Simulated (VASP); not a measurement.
# ScHg3 in VASP: a series of runs

The runs below take ScHg3 through single point, with PBE.

Program: VASP 6.6.1. These are calculated values, not measurements. Logs are shortened: lines on timing, memory, paths and dates and some standing lists are left out, and cuts for length are marked.

## Step 1: The cell of the first run

The cell holds an amorphous packing of atoms, 8 atoms: a = 6.822 Å, b = 5.754 Å, c = 5.806 Å, α = 88.43°, β = 80.25°, γ = 72.22°.

## Step 2: Single point, PBE

File INCAR:

```
SYSTEM = ScHg3
PREC = Accurate
ENCUT = 520
EDIFF = 1E-7
ISMEAR = 1
SIGMA = 0.15
LREAL = .False.
LASPH = .True.
NELM = 100
ALGO = Normal
ISIF = 2
LWAVE = .False.
LCHARG = .True.
GGA = PE
LELF = .True.
LVHAR = .True.
NBANDS = 57
```

File KPOINTS:

```
regular mesh
0
Gamma
  3 3 3
  0 0 0
```

File POSCAR:

```
ScHg3
1.0
    6.1125160000      2.0924240000      2.1897030000
   -0.2545830000      5.7013010000      0.7352020000
   -0.7447840000     -0.6112770000      5.7253580000
Hg Sc
6 2
Direct
    0.5613724388      0.7105999874      0.7938816323
    0.7155492941      0.1029011012      0.6309180087
    0.0831488609      0.4717214648      0.3534252575
    0.2025357259      0.5796548749      0.7834574694
    0.8958228415      0.3120852667      0.9475577465
    0.2015454223     -0.0033440852      0.4890464426
    0.8553059256      0.8352914225      0.1148455912
    0.4841672184      0.5207823150      0.3135319031
```

Potentials or basis: VASP PAW PBE potentials, release 64 (Hg, Sc_sv).

Started as:

```sh
$ cat potpaw_PBE.64/Hg/POTCAR potpaw_PBE.64/Sc_sv/POTCAR > POTCAR
$ mpirun -np 1 vasp_std > vasp.out
```

OUTCAR:

```text
SYSTEM = ScHg3
   PREC = Accurate
   ENCUT = 520
   EDIFF = 1E-7
   ISMEAR = 1
   LREAL = .False.
   LASPH = .True.
   NELM = 100
   ISIF = 2
   GGA = PE

 ion  position               nearest neighbor table
   1  0.561  0.711  0.794-   4 2.78   2 2.84   5 2.94   8 3.19   7 3.20   8 3.20   6 3.27   2 3.44

   2  0.716  0.103  0.631-   1 2.84   5 2.85   6 3.15   8 3.18   7 3.26   7 3.31   1 3.44   4 3.71

   3  0.083  0.472  0.353-   7 2.70   6 2.74   8 2.81   4 2.89   5 3.14   4 3.36   6 3.50   5 3.66

   4  0.203  0.580  0.783-   1 2.78   7 2.82   3 2.89   6 2.91   5 2.98   8 3.02   3 3.36   2 3.71
                             6 3.81
   5  0.896  0.312  0.948-   2 2.85   1 2.94   7 2.96   4 2.98   7 3.11   3 3.14   8 3.15   6 3.29
                             3 3.66
   6  0.202  0.997  0.489-   3 2.74   4 2.91   8 2.92   2 3.15   1 3.27   5 3.29   3 3.50   4 3.81

   7  0.855  0.835  0.115-   3 2.70   4 2.82   5 2.96   5 3.11   1 3.20   2 3.26   2 3.31
   8  0.484  0.521  0.314-   3 2.81   6 2.92   4 3.02   5 3.15   2 3.18   1 3.19   1 3.20

  LATTYP: Found a triclinic cell.
 ALAT       =     6.8217218702
 B/A-ratio  =     0.8435030954
 C/A-ratio  =     0.8510852118
 COS(alpha) =     0.0273537949
 COS(beta)  =     0.1692995403
 COS(gamma) =     0.3052816226

  Lattice vectors:

 A1 = (   6.1125160000,   2.0924240000,   2.1897030000)
 A2 = (  -0.2545830000,   5.7013010000,   0.7352020000)
 A3 = (  -0.7447840000,  -0.6112770000,   5.7253580000)

Analysis of symmetry for initial positions (statically):
=====================================================================
 Subroutine PRICEL returns:
 Original cell was already a primitive cell.

 Routine SETGRP: Setting up the symmetry group for a
 triclinic supercell.

 Subroutine GETGRP returns: Found  1 space group operations
 (whereof  1 operations were pure point group operations)
 out of a pool of  2 trial point group operations.

The static configuration has the point symmetry C_1 .

Analysis of symmetry for dynamics (positions and initial velocities):
=====================================================================
 Subroutine PRICEL returns:
 Original cell was already a primitive cell.

 Routine SETGRP: Setting up the symmetry group for a
 triclinic supercell.

 Subroutine GETGRP returns: Found  1 space group operations
 (whereof  1 operations were pure point group operations)
 out of a pool of  2 trial point group operations.

The dynamic configuration has the point symmetry C_1 .

 Subroutine INISYM returns: Found  1 space group operations
 (whereof  1 operations are pure point group operations),
 and found     1 'primitive' translations

----------------------------------------------------------------------------------------

                                     Primitive cell

  volume of cell :     213.8146

  direct lattice vectors                    reciprocal lattice vectors
     6.112516000  2.092424000  2.189703000     0.154766789  0.004256080  0.020587267
    -0.254583000  5.701301000  0.735202000    -0.062289435  0.171303530  0.010186565
    -0.744784000 -0.611277000  5.725358000    -0.051192953 -0.023625116  0.165479751

  length of vectors
     6.821721870  5.754143514  5.805866602     0.156188056  0.182561330  0.174821088

  position of ions in fractional coordinates (direct lattice)
     0.561372439  0.710599987  0.793881632
     0.715549294  0.102901101  0.630918009
     0.083148861  0.471721465  0.353425257
     0.202535726  0.579654875  0.783457469
     0.895822841  0.312085267  0.947557747
     0.201545422  0.996655915  0.489046443
     0.855305926  0.835291422  0.114845591
     0.484167218  0.520782315  0.313531903

  ion indices of the primitive-cell ions
   primitive index   ion index
                 1           1
                 2           2
                 3           3
                 4           4
                 5           5
                 6           6
                 7           7
                 8           8

----------------------------------------------------------------------------------------

 KPOINTS: regular mesh

Automatic generation of k-mesh.
 Grid dimensions read from file:
 generate k-points for:    3    3    3

 Generating k-lattice:

  Cartesian coordinates                     Fractional coordinates (reciprocal lattice)
     0.051588930  0.001418693  0.006862422     0.333333333  0.000000000  0.000000000
    -0.020763145  0.057101177  0.003395522     0.000000000  0.333333333 -0.000000000
    -0.017064318 -0.007875039  0.055159917     0.000000000  0.000000000  0.333333333

  Length of vectors
     0.052062685  0.060853777  0.058273696

  Shift w.r.t. Gamma in fractional coordinates (k-lattice)
     0.000000000  0.000000000  0.000000000

 Subroutine IBZKPT returns following result:
 ===========================================

 Found     14 irreducible k-points:

 Following reciprocal coordinates:
            Coordinates               Weight
  0.000000  0.000000  0.000000      1.000000
  0.333333 -0.000000 -0.000000      2.000000
  0.000000  0.333333  0.000000      2.000000
  0.333333  0.333333 -0.000000      2.000000
 -0.333333  0.333333  0.000000      2.000000
  0.000000  0.000000  0.333333      2.000000
  0.333333  0.000000  0.333333      2.000000
 -0.333333 -0.000000  0.333333      2.000000
  0.000000  0.333333  0.333333      2.000000
  0.333333  0.333333  0.333333      2.000000
 -0.333333  0.333333  0.333333      2.000000
  0.000000 -0.333333  0.333333      2.000000
  0.333333 -0.333333  0.333333      2.000000
 -0.333333 -0.333333  0.333333      2.000000
   k-points           NKPTS =     14   k-points in BZ     NKDIM =     14   number of bands    NBANDS=     57
   number of dos      NEDOS =    301   number of ions     NIONS =      8
   total plane-waves  NPLWV = 124416
   dimension x,y,z NGX =    54 NGY =   48 NGZ =   48
   dimension x,y,z NGXF=   108 NGYF=   96 NGZF=   96
   ions per type =               6   2
   NGX,Y,Z   is equivalent  to a cutoff of  13.16, 13.87, 13.74 a.u.
   NGXF,Y,Z  is equivalent  to a cutoff of  26.32, 27.74, 27.49 a.u.
 SYSTEM =  ScHg3
   PREC   = accura    normal or accurate (medium, high low for compatibility)
   ISTART =      0    job   : 0-new  1-cont  2-samecut
   ICHARG =      2    charge: 1-file 2-atom 10-const
   ISPIN  =      1    spin polarized calculation?
   LNONCOLLINEAR =      F non collinear calculations
   LSORBIT =      F    spin-orbit coupling
   LASPH  =      T    aspherical Exc in radial PAW
   ENCUT  =  520.0 eV  38.22 Ry    6.18 a.u.  12.68 10.70 10.80*2*pi/ulx,y,z
   NELM   =    100;   NELMIN=  2; NELMDL= -5     # of ELM steps
   EDIFF  = 0.1E-06   stopping-criterion for ELM
   LREAL  =      F    real-space projection
   EDIFFG = 0.1E-05   stopping-criterion for IOM
   NSW    =      0    number of steps for IOM
   IBRION =     -1    ionic relax: 0-MD 1-quasi-New 2-CG
   NFREE  =      0    steps in history (QN), initial steepest desc. (CG)
   ISIF   =      2    stress and relaxation
   ISYM   =      2    0-nonsym 1-usesym 2-fastsym
   POTIM  = 0.5000    time-step for ionic-motion
   TEBEG  =    0.0;   TEEND  =   0.0 temperature during run
   PSTRESS=    0.0 pullay stress
   NELECT =      94.0000    total number of electrons
   NUPDOWN=      -1.0000    fix difference up-down
   EMIN   =  10.00;   EMAX   =-10.00  energy-range for DOS
   EFERMI =   0.00;   METHOD = LEGACY
   ISMEAR =     1;   SIGMA  =   0.15  broadening in eV -4-tet -1-fermi 0-gaus
   EFERMI_NEDOS =   21; number of points for ismear=-14 and -15
   IALGO  =     38    algorithm
   IMIX   =      4    mixing-type and parameters
     AMIX     =   0.40;   BMIX     =  1.00
     AMIX_MAG =   1.60;   BMIX_MAG =  1.00
  volume/ion in A,a.u.               =      26.73       180.36
  Fermi-wavevector in a.u.,A,eV,Ry     =   1.244815  2.352360 21.083120  1.549566
  Thomas-Fermi vector in A             =   2.379065
   LORBIT       =      0    0 simple, 1 ext, 2 COOP (PROOUT), +10 PAW based schemes
   GGA     = PE    functional components
   LHFCALC =     F    Hartree Fock is set to
   AEXX    =    0.0000 exact exchange contribution
   IVDW    =     0    specifies the selected vdW correction
   LEPSILON=     F    determine dielectric tensor
   LRPA    =     F    only Hartree local field effects (RPA)
 non-spin polarized calculation
 Methfessel and Paxton  Order N= 1 SIGMA  =   0.15
  energy-cutoff  :      520.00
  volume of cell :      213.81
 maximum number of plane-waves:      5770
 NGX is ok and might be reduce to    54
   NGX = 25   NGY = 21   NGZ = 21

 number of electron      94.0000006 magnetization

 Free energy of the ion-electron system (eV)
  ---------------------------------------------------
  ext. energy  EPLUGINS =         0.00000000
  ---------------------------------------------------
  free energy    TOTEN  =       -13.06931169 eV

  energy without entropy =      -13.07133252  energy(sigma->0) =      -13.06998530

 E-fermi :   2.5778     XC(G=0):  -9.8932

 val. band max:        2.5761440687   @ k =  -0.3333  -0.0000   0.3333
 cond. band min:       2.5877475698   @ k =   0.3333   0.0000   0.3333
 fundamental gap:      0.0116035011
 Fermi energy:         2.5778047466

 k-point     1 :       0.0000    0.0000    0.0000
  band No.  band energies     occupation
      1     -47.9936      2.00000
      2     -47.9037      2.00000
      3     -26.6751      2.00000
      4     -26.6014      2.00000
      5     -26.5695      2.00000
      6     -26.5509      2.00000
[... 49 lines left out ...]
     56       4.4610     -0.00000
     57       4.7181     -0.00000

 k-point     2 :       0.3333   -0.0000   -0.0000
  band No.  band energies     occupation
      1     -47.9936      2.00000
      2     -47.9037      2.00000
      3     -26.6751      2.00000
      4     -26.6015      2.00000
      5     -26.5677      2.00000
      6     -26.5529      2.00000
[... 49 lines left out ...]
     56       4.4486     -0.00000
     57       5.1316     -0.00000

 k-point     3 :       0.0000    0.3333    0.0000
  band No.  band energies     occupation
      1     -47.9935      2.00000
      2     -47.9037      2.00000
      3     -26.6752      2.00000
      4     -26.6019      2.00000
      5     -26.5690      2.00000
      6     -26.5511      2.00000
[... 594 lines left out ...]
      1     -47.9935      2.00000
      2     -47.9037      2.00000
      3     -26.6753      2.00000
      4     -26.6025      2.00000
      5     -26.5674      2.00000
      6     -26.5529      2.00000
[... 49 lines left out ...]
     56       4.6138     -0.00000
     57       4.9596     -0.00000

 k-point    14 :      -0.3333   -0.3333    0.3333
  band No.  band energies     occupation
      1     -47.9935      2.00000
      2     -47.9037      2.00000
      3     -26.6753      2.00000
      4     -26.6021      2.00000
      5     -26.5672      2.00000
      6     -26.5534      2.00000
[... 49 lines left out ...]
     56       4.6054     -0.00000
     57       4.7974     -0.00000

------------------------ aborting loop because EDIFF is reached ----------------------------------------

  FORCE on cell =-STRESS in cart. coord.  units (eV):
  Direction    XX          YY          ZZ          XY          YZ          ZX
  --------------------------------------------------------------------------------------
  -------------------------------------------------------------------------------------
  Total        1.4723556      4.8344242      0.3166681     -0.2385638     -1.0533769      1.7429908
  in kB       11.0328045     36.2257974      2.3728895     -1.7876303     -7.8932707     13.0607549
  external PRESSURE =      16.5438304 kB  Pullay stress =       0.0000000 kB

 VOLUME and BASIS-vectors are now :
 -----------------------------------------------------------------------------
  energy-cutoff  :      520.00
  volume of cell :      213.81
      direct lattice vectors                 reciprocal lattice vectors
     6.112516000  2.092424000  2.189703000     0.154766789  0.004256080  0.020587267
    -0.254583000  5.701301000  0.735202000    -0.062289435  0.171303530  0.010186565
    -0.744784000 -0.611277000  5.725358000    -0.051192953 -0.023625116  0.165479751

 POSITION                                       TOTAL-FORCE (eV/Angst)
 -----------------------------------------------------------------------------------
      2.65922      4.74069      6.29693         0.212731      0.213405      0.340898
      3.87771      1.69824      5.25472        -0.138548      0.211366     -0.819276
      0.12493      2.64737      2.55237        -0.393796     -0.291951     -0.278166
      0.50693      3.24967      5.35523         0.061242     -0.720907      0.493208
      4.69055      3.07451      7.61614         0.079965     -0.092633      0.630656
      0.61398      5.80501      3.97403         0.398063     -0.068127     -0.168628
      4.92989      6.48171      3.14451        -1.030427      0.716503     -0.126888
      2.59338      3.79056      3.23814         0.810771      0.032342     -0.071804
 -----------------------------------------------------------------------------------
    total drift:                               -0.000318      0.000013      0.000038

  FREE ENERGIE OF THE ION-ELECTRON SYSTEM (eV)
  ---------------------------------------------------
  free  energy   TOTEN  =       -13.0693116891 eV

  energy  without entropy=      -13.0713325244  energy(sigma->0) =      -13.06998530
```

Run time: 6.6 min. Hardware: 1 thread of Oxide Virtual Turin-like, shared host; peak memory 0.38 GiB.

Results:

- Free energy: -13.0693 eV
- Pressure: 1.7 GPa
- Largest force: 1.261 eV/Å
- Band gap on the k mesh: zero (band 47 reaches 2.77 eV, above the bottom of band 48 at 2.49 eV)

Forces on the atoms (eV/Å):
```
Hg   0.213  0.213  0.341
Hg  -0.139  0.211 -0.819
Hg  -0.394 -0.292 -0.278
Hg   0.061 -0.721  0.493
Hg   0.080 -0.093  0.631
Hg   0.398 -0.068 -0.169
Sc  -1.030  0.717 -0.127
Sc   0.811  0.032 -0.072
```

Stress tensor (GPa, compression positive):
```
 1.10 -0.18  1.31
-0.18  3.62 -0.79
 1.31 -0.79  0.24
```

Levels at points of the mesh, in eV from the Fermi level:
| k point | band 44 | band 45 | band 46 | band 47 | band 48 | band 49 | band 50 | band 51 |
| --- | --- | --- | --- | --- | --- | --- | --- | --- |
| (0.00, 0.00, 0.00) | -1.85 | -1.08 | -0.83 | -0.54 | -0.02 | 0.07 | 0.35 | 0.58 |

Caveat: the k points lie up to 0.38 Å⁻¹ apart; spin-orbit coupling is left out, which moves the levels of the heavy elements.

(Continued in part 2 of 2.)
